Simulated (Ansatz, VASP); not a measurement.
CdS in VASP and in Ansatz

INCAR

```
ALGO = Normal ; EDIFF = 1E-6
ENCUT = 630 ; GGA = RP
GGA_COMPAT = F ; ISIF = 2
ISMEAR = -1 ; LASPH = T
LCHARG = F ; LREAL = F
LWAVE = F ; NBANDS = 20
NELM = 120 ; PREC = Accurate
SIGMA = 0.05
```

The input KPOINTS:

```
k-points
0
Gamma
  7 7 5
```

The input POSCAR:

```
CdS
1.0
    4.2611695877      0.0000000000      0.0000000000
   -2.1305847939      3.6902811128      0.0000000000
    0.0000000000      0.0000000000      5.8041729400
Cd S
1 1
Direct
    0.0000000000      0.0000000000      0.4426919200
    0.6666666667      0.3333333333      0.4343080800
```

input.yaml

```yaml
crystal:
  lattice:
    - [4.2611695877, 0.0, 0.0]
    - [-2.1305847939, 3.6902811128, 0.0]
    - [0.0, 0.0, 5.80417294]
  atoms:
    - { symbol: Cd, position: [0.0, 0.0, 0.44269192] }
    - { symbol: S, position: [0.6666666667, 0.3333333333, 0.43430808] }
hamiltonian:
  xc: rpbe
  pseudopotentials: { kind: paw }
kpoints:
  mp_grid: { grid: [7, 7, 5] }
  band_path:
    path:
      - [[0.0, 0.0, 0.0], [0.5, 0.0, 0.0], [0.3333333333, 0.3333333333, 0.0], [0.0, 0.0, 0.0], [0.0, 0.0, 0.5], [0.5, 0.0, 0.5], [0.3333333333, 0.3333333333, 0.5], [0.0, 0.0, 0.5]]
      - [[0.5, 0.0, 0.5], [0.5, 0.0, 0.0]]
      - [[0.3333333333, 0.3333333333, 0.0], [0.3333333333, 0.3333333333, 0.5]]
    npoints: 14
scf:
  occupations: { method: fermi_dirac, width: 0.05 }
  n_extra_bands: 6
output:
  forces: true
  stress: true
  eigenvalues: true
  fatbands: false
```

Alike in both runs: functional RPBE; k mesh 7 × 7 × 5; occupations fermi-dirac, width 0.05 eV; no spin polarisation.

|  | VASP | Ansatz |
| --- | --- | --- |
| version | VASP 6.6.1 | Ansatz 0.2.0 |
| potentials or method | VASP PAW PBE potentials, release 64 (Cd_sv_GW, S) | Ansatz PAW |
| plane-wave cutoff (eV) | 630 | 420 |
| valence electrons in the cell | 26 | 26 |
| task | single point | band structure |

|  | VASP | Ansatz | Ansatz less VASP |
| --- | --- | --- | --- |
| gap on the k mesh at the Fermi level (eV) | 1.58 | 1.58 | +0.004 |
| least direct gap on the mesh (eV) | 1.58 | 1.59 | +0.005 |
| pressure (GPa) | 0.6 | 0.7 | +0.09 |
| traceless stress, the component that is largest in VASP (GPa) | -0.65 | -0.65 | +0.006 |

VASP's potentials were made for PBE, not for RPBE.
